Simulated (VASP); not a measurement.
Crystal: Mg2C3.

```
Mg C
1.0
     2.41550   -2.35000    0.00000
     2.41550    2.35000    0.00000
    -1.22707    0.00000    4.83328
Mg C
2 3
Direct
  0.80870 0.80870 0.20110
  0.19130 0.19130 0.79890
  0.29890 0.29890 0.26150
  0.70110 0.70110 0.73850
  0.50000 0.50000 0.50000
```

```yaml
Program: VASP 6.6.1
Task: relaxation of cell and atoms
Functional: PBEsol
Potentials_or_basis: VASP PAW PBE potentials, release 64 (Mg, C)
Cutoff: 600 eV
k_mesh: 8 × 8 × 6
Occupations: gaussian, width 0.02 eV
Spin: no spin polarisation
```

At the start: pressure -2.8 GPa; volume 10.97 Å³/atom.

Task: Where does the relaxation end?

Result: Over 18 steps the energy falls by 2.4 meV/atom and the volume is 10.76 Å³/atom (-2.0 %); space group C2/m (No. 12, to 0.1 Å) before and after.

The path:
```csv
step,energy change (eV),largest force (eV/Å),pressure (GPa),volume (Å³)
1,0.0000,0.4193,-2.85,54.87
2,0.0376,1.7097,4.48,53.34
3,-0.0068,0.1423,-0.90,54.43
4,-0.0119,0.0589,0.12,53.70
5,-0.0119,0.0542,0.09,53.71
6,-0.0121,0.0307,0.20,53.71
7,-0.0121,0.0309,0.20,53.71
8,-0.0121,0.0212,-0.04,53.76
9,-0.0122,0.0083,0.04,53.75
10,-0.0122,0.0078,0.02,53.76
11,-0.0122,0.0137,-0.03,53.79
12,-0.0122,0.0060,-0.05,53.80
13,-0.0122,0.0108,-0.07,53.80
14,-0.0122,0.0098,-0.06,53.80
15,-0.0122,0.0067,-0.03,53.79
16,-0.0122,0.0056,0.05,53.77
17,-0.0122,0.0054,-0.01,53.78
18,-0.0122,0.0028,0.00,53.78
```

Final structure:
```cif
data_structure
_symmetry_space_group_name_H-M 'P 1'
_symmetry_Int_Tables_number 1
_cell_length_a 3.3397
_cell_length_b 3.3397
_cell_length_c 4.9708
_cell_angle_alpha 99.975
_cell_angle_beta 99.975
_cell_angle_gamma 88.242
_cell_volume 53.78
loop_
_atom_site_label
_atom_site_type_symbol
_atom_site_fract_x
_atom_site_fract_y
_atom_site_fract_z
_atom_site_occupancy
Mg1 Mg 0.80918 0.80918 0.19978 1
Mg2 Mg 0.19082 0.19082 0.80022 1
C1 C 0.29975 0.29975 0.26276 1
C2 C 0.70025 0.70025 0.73724 1
C3 C 0.50000 0.50000 0.50000 1
```

Caveat: the PAW data sets were made with another functional, which shifts forces and pressure a little.
